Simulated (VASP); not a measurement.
A run of VASP 6.6.1 is set up as follows.

Contents of INCAR:

```
SYSTEM = CaC8
PREC = Accurate
ENCUT = 600
EDIFF = 1E-7
ISMEAR = 0
SIGMA = 0.1
LREAL = .FALSE.
LASPH = .TRUE.
NELM = 80
ALGO = Normal
ISIF = 3
LWAVE = .FALSE.
LCHARG = .FALSE.
GGA = PE
IVDW = 12
IBRION = 2
NSW = 100
EDIFFG = -0.01
```

Contents of KPOINTS:

```
Automatic mesh
0
G
  9 9 10
  0 0 0
```

Contents of POSCAR:

```
CaC8
1.0
    4.9970242763      0.0000000000      0.0000000000
   -2.4985121382      4.3275499666      0.0000000000
    0.0000000000      0.0000000000      4.3640769037
Ca C
1 8
Direct
    0.0000000000      0.0000000000      0.5000000000
    0.3357282532      0.1678641266      0.0000000000
    0.3333333333      0.6666666667      0.0000000000
    0.8321358734      0.1678641266      0.0000000000
    0.8321358734      0.6642717468      0.0000000000
    0.1678641266      0.3357282532      0.0000000000
    0.1678641266      0.8321358734      0.0000000000
    0.6666666667      0.3333333333      0.0000000000
    0.6642717468      0.8321358734      0.0000000000
```

Potentials or basis: VASP PAW PBE potentials, release 64 (Ca_sv, C).

Launch:

```console
$ cat potpaw_PBE.64/Ca_sv/POTCAR potpaw_PBE.64/C/POTCAR > POTCAR
$ mpirun -np 1 vasp_std > vasp.out
```

(1) Predict the dispersion energy per atom.

(2) Predict the relaxed cell.

Answers

(1) -0.151 eV.

(2) a = 4.998 Å, b = 4.998 Å, c = 4.364 Å, α = 90.00°, β = 90.00°, γ = 120.00°.
